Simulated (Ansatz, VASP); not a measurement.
**One calculation of Mg, two programs**

```
Mg
1.0
     3.19864    0.00000    0.00000
    -1.59932    2.77010    0.00000
     0.00000    0.00000    5.17899
Mg
2
Direct
  0.33333 0.66667 0.25000
  0.66667 0.33333 0.75000
```

Alike in both runs: task single point; functional PBE; k mesh 18 × 18 × 10; occupations fermi-dirac, width 0.05 eV; non-collinear spin, spin-orbit coupling.

```csv
,VASP,Ansatz
version,VASP 6.6.1,Ansatz 0.2.0
potentials or method,"VASP PAW PBE potentials, release 64 (Mg), cutoff 520 eV",all-electron LAPW
```

VASP gave:

| Quantity | Value |
| --- | --- |
| pressure (GPa) | -0.1 |

**Question.** Which values does Ansatz return?

**Answer.** Pressure (GPa): 0.0.

Ansatz ran all-electron here, and VASP with PAW potentials.
